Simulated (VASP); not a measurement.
Set up this calculation in VASP 6.6.1, as the native input.

```yaml
Task: single point
Functional: HSE06
Potentials_or_basis: VASP PAW PBE potentials, release 64 (Ca_sv)
Cutoff: 520 eV
k_mesh: 6 × 6 × 6
Occupations: fermi-dirac, width 0.1 eV
Spin: no spin polarisation
Dipole_correction: no
Grid_for_exact_exchange_PRECFOCK: Normal
Further_INCAR_settings: ALGO = Normal; EDIFF = 1e-07; NBANDS = 11
Share_of_exact_exchange: 0.25
Screening_parameter: 0.2079 1/Å
```

Ca:

```
Ca
1.0
     0.00000    2.74148    2.74148
     2.74148    0.00000    2.74148
     2.74148    2.74148    0.00000
Ca
1
Direct
  0.00000 0.00000 0.00000
```

One way to write it, as run:

POSCAR

```
Ca
1.0
    0.0000000000      2.7414759519      2.7414759519
    2.7414759519      0.0000000000      2.7414759519
    2.7414759519      2.7414759519      0.0000000000
Ca
1
Direct
    0.0000000000      0.0000000000      0.0000000000
```

INCAR.step1

```
SYSTEM = Ca
ALGO = Normal ; EDIFF = 1E-5
ENCUT = 520 ; GGA = PE
ISIF = 2 ; ISMEAR = -1
LASPH = .TRUE. ; LCHARG = .FALSE.
LREAL = .FALSE. ; LWAVE = .TRUE.
NBANDS = 11 ; NELM = 60
PREC = Accurate ; SIGMA = 0.1
```

INCAR.step2

```
SYSTEM = Ca
ALGO = Normal ; EDIFF = 1E-7
ENCUT = 520 ; GGA = PE
HFSCREEN = 0.2079 ; ISIF = 2
ISMEAR = -1 ; ISTART = 1
LASPH = .TRUE. ; LCHARG = .FALSE.
LHFCALC = .TRUE. ; LREAL = .FALSE.
LWAVE = .FALSE. ; NBANDS = 11
NELM = 60 ; PREC = Accurate
PRECFOCK = Normal ; SIGMA = 0.1
```

KPOINTS

```
k-points
0
G
  6 6 6
  0 0 0
```

Potentials or basis: VASP PAW PBE potentials, release 64 (Ca_sv).

The run is started by

```bash
$ cat potpaw_PBE.64/Ca_sv/POTCAR > POTCAR
$ cp INCAR.step1 INCAR
$ mpirun -np 1 vasp_std > vasp.out
$ cp INCAR.step2 INCAR
$ mpirun -np 1 vasp_std > vasp.out
```

Results of the run:

| Property | Result |
| --- | --- |
| Pressure | 1.1 GPa |
| Band gap on the k mesh | zero (bands 5 and 6 overlap by 0.46 eV) |

Caveat: the PAW data sets were made with another functional, which shifts forces and pressure a little.

Wall time 26 min on 1 thread of Intel(R) Xeon(R) Platinum 8259CL CPU @ 2.50GHz (Skylake/Cascade Lake), on a shared host, peak memory 0.28 GiB.
